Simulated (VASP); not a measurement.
CuO, 8 atoms in the cell. It takes space group Cccm (No. 66, orthorhombic). Conventional cell: a = 4.085 Å, b = 4.101 Å, c = 4.990 Å, α = 90.00°, β = 90.00°, γ = 90.00°. Within 2.5 Å of Cu (site symmetry 2/m) lie 4 O at 1.91 Å. Within 2.5 Å of O (site symmetry 222) lie 4 Cu at 1.91 Å and 2 O at 2.50 Å.  This cell differs from its parent crystal: strain along c alone, the other axes held: -2.0 %.

| Quantity | Value |
| --- | --- |
| Program | VASP 6.6.1 |
| Task | single point |
| Functional | PBEsol |
| Potentials or basis | VASP PAW PBE potentials, release 64 (Cu, O) |
| Cutoff | 520 eV |
| k mesh | 10 × 10 × 8 |
| Occupations | gaussian, width 0.1 eV |
| Spin | no spin polarisation |
| Dipole correction | no |
| Further INCAR settings | ALGO = Normal; EDIFF = 1e-07; NBANDS = 44 |

Potentials or basis: VASP PAW PBE potentials, release 64 (Cu, O).

Command:

```bash
$ cat potpaw_PBE.64/Cu/POTCAR potpaw_PBE.64/O/POTCAR > POTCAR
$ mpirun -np 1 vasp_std > vasp.out
```

Hardware: 1 thread of Oxide Virtual Turin-like Processor, on a shared host.

Q: Estimate the wall time of this run.

A: It took 14 min on 1 thread of Oxide Virtual Turin-like Processor (shared host), peak memory 0.51 GiB. Counts: scf iterations 17, k points 180.
